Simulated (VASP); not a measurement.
A run of VASP 6.6.1 is set up as follows.

Contents of INCAR:

```
ALGO = Normal
EDIFF = 1E-6
ENCUT = 520
GGA = PE
ISIF = 2
ISMEAR = -1
LASPH = True
LCHARG = False
LREAL = False
LWAVE = False
NBANDS = 17
NELM = 100
PREC = Accurate
SIGMA = 0.02
```

The input KPOINTS:

```
k-points
0
Gamma
  8 8 8
```

Contents of POSCAR:

```
SnO
1.0
    0.0000000000      2.5369732555      2.5369732555
    2.5369732555      0.0000000000      2.5369732555
    2.5369732555      2.5369732555      0.0000000000
Sn O
1 1
Direct
    0.0000000000      0.0000000000      0.0000000000
    0.5000000000      0.5000000000      0.5000000000
```

Potentials or basis: VASP PAW PBE potentials, release 64 (Sn_d, O).

The run is started by

```console
$ cat potpaw_PBE.64/Sn_d/POTCAR potpaw_PBE.64/O/POTCAR > POTCAR
$ mpirun -np 1 vasp_std > vasp.out
```

Predict the band gap on the k mesh.

0.89 eV, indirect (least direct gap 0.95 eV).

Estimate the pressure.

2.3 GPa.

Caveat: spin-orbit coupling is left out, which moves the levels of the heavy elements. A k mesh can miss the band edges.
